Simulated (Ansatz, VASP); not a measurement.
# One calculation of Mn, two programs

```
Mn
1.0
     3.90619    0.00000    0.00000
    -1.95310    3.38286    0.00000
     0.00000    0.00000    2.44998
Mn
3
Direct
  0.00000 0.00000 0.00000
  0.33333 0.66667 0.50000
  0.66667 0.33333 0.50000
```

Alike in both runs: functional PBE; k mesh 9 × 9 × 13; occupations fermi-dirac, width 0.1 eV; no spin polarisation.

Ansatz relaxed the structure, and its values are those at the end. VASP's run is a single point on that final structure, the one shown.

|  | VASP | Ansatz |
| --- | --- | --- |
| version | VASP 6.6.1 | Ansatz 0.2.0 |
| potentials or method | VASP PAW PBE potentials, release 64 (Mn_pv), cutoff 520 eV | plane waves (420 eV) with PAW, scalar-relativistic |
| valence electrons in the cell | 39 | 45 |

|  | VASP | Ansatz | Ansatz less VASP |
| --- | --- | --- | --- |
| pressure (GPa) | 0.0 | 0.0 | 0.00 |

With one functional, cell and mesh, what is left measures potentials, basis and numerics. VASP's potentials hold 39 valence electrons a cell and Ansatz's 45, so a difference there can come from the potentials and not from the codes.
